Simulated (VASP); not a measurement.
The system is La.

```
CELL_PARAMETERS angstrom
5.95745 0.00000 0.00000
-2.97873 5.15931 0.00000
0.00000 0.00000 3.65192
ATOMIC_POSITIONS crystal
La 0.00000 0.00000 0.00000
La 0.33333 0.66667 0.50000
La 0.66667 0.33333 0.50000
```

This isn't the form of La at room conditions, which is double hcp.

```yaml
Program: VASP 6.6.1
Task: relaxation of cell and atoms
Functional: PBEsol
Potentials_or_basis: VASP PAW PBE potentials, release 64 (La)
Cutoff: 600 eV
k_mesh: 6 × 6 × 9
Occupations: fermi-dirac, width 0.1 eV
Spin: no spin polarisation
```

At the start: pressure -2.2 GPa; volume 37.42 Å³/atom.

Task: How do energy, volume and symmetry change on relaxing?

Result: Over 7 steps the energy falls by 22.0 meV/atom and the volume is 34.28 Å³/atom (-8.4 %); space group P6/mmm (No. 191, to 0.1 Å) before and after.

Step by step:
| step | energy change (eV) | largest force (eV/Å) | pressure (GPa) | volume (Å³) |
| --- | --- | --- | --- | --- |
| 1 | 0.0000 | 0.0000 | -2.18 | 112.25 |
| 2 | -0.0638 | 0.0000 | -0.28 | 104.19 |
| 3 | -0.0647 | 0.0000 | -0.01 | 103.22 |
| 4 | -0.0647 | 0.0000 | 0.04 | 103.05 |
| 5 | -0.0655 | 0.0000 | 0.04 | 102.97 |
| 6 | -0.0661 | 0.0000 | 0.04 | 102.84 |
| 7 | -0.0661 | 0.0000 | 0.04 | 102.83 |

Final structure:
```cif
data_structure
_symmetry_space_group_name_H-M 'P 1'
_symmetry_Int_Tables_number 1
_cell_length_a 5.8127
_cell_length_b 5.8127
_cell_length_c 3.5141
_cell_angle_alpha 90.000
_cell_angle_beta 90.000
_cell_angle_gamma 120.000
_cell_volume 102.83
loop_
_atom_site_label
_atom_site_type_symbol
_atom_site_fract_x
_atom_site_fract_y
_atom_site_fract_z
_atom_site_occupancy
La1 La 0.00000 0.00000 0.00000 1
La2 La 0.33333 0.66667 0.50000 1
La3 La 0.66667 0.33333 0.50000 1
```

Caveat: the PAW data sets were made with another functional, which shifts forces and pressure a little.
